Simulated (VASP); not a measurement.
A run of VASP 6.6.1 is set up as follows.

The input INCAR:

```
ALGO = Normal ; EDIFF = 1E-6
ENCUT = 520 ; GGA = PE
ISIF = 2 ; ISMEAR = -1
ISPIN = 2 ; LASPH = T
LCHARG = F ; LMAXMIX = 4
LORBIT = 11 ; LREAL = F
LWAVE = F ; MAGMOM = 2 2
NBANDS = 20 ; NELM = 150
PREC = Accurate ; SIGMA = 0.05
```

KPOINTS

```
k-points
0
Gamma
  17 17 9
```

The input POSCAR:

```
Co
1.0
    2.4448853601      0.0000000000      0.0000000000
   -1.2224426800      2.1173328312      0.0000000000
    0.0000000000      0.0000000000      3.9501504872
Co
2
Direct
    0.3333333333      0.6666666667      0.2500000000
    0.6666666667      0.3333333333      0.7500000000
```

Potentials or basis: VASP PAW PBE potentials, release 64 (Co).

Command:

```console
$ cat potpaw_PBE.64/Co/POTCAR > POTCAR
$ mpirun -np 1 vasp_std > vasp.out
```

What does it give for the pressure?

13.9 GPa.

Estimate the net moment.

3.14 μB per cell.

Predict the site moments.

Co +1.58 μB.

Stress tensor (GPa, compression positive):
```
14.01  0.00  0.00
 0.00 14.01  0.00
 0.00  0.00 13.80
```
